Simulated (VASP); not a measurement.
A run of VASP 6.6.1 is set up as follows.

File INCAR:

```
PREC = Accurate ; ENCUT = 520
EDIFF = 1E-6 ; ISMEAR = -1
SIGMA = 0.15 ; LREAL = F
LASPH = T ; NELM = 100
ALGO = Normal ; ISIF = 2
LWAVE = F ; LCHARG = F
GGA = PE ; NBANDS = 12
```

The input KPOINTS:

```
Automatic mesh
0
Gamma
  4 4 4
```

File POSCAR:

```
In
1.0
    0.0000000000      2.3957000000      2.3957000000
    2.3957000000      0.0000000000      2.3957000000
    2.3957000000      2.3957000000      0.0000000000
In
1
Direct
    0.0000000000      0.0000000000      0.0000000000
```

Potentials or basis: VASP PAW PBE potentials, release 64 (In_d).

Command:

```sh
$ cat potpaw_PBE.64/In_d/POTCAR > POTCAR
$ mpirun -np 1 vasp_std > vasp.out
```

(1) Predict the pressure.

Results:

(1) 2.3 GPa.

Caveat: the k points lie up to 0.57 Å⁻¹ apart.
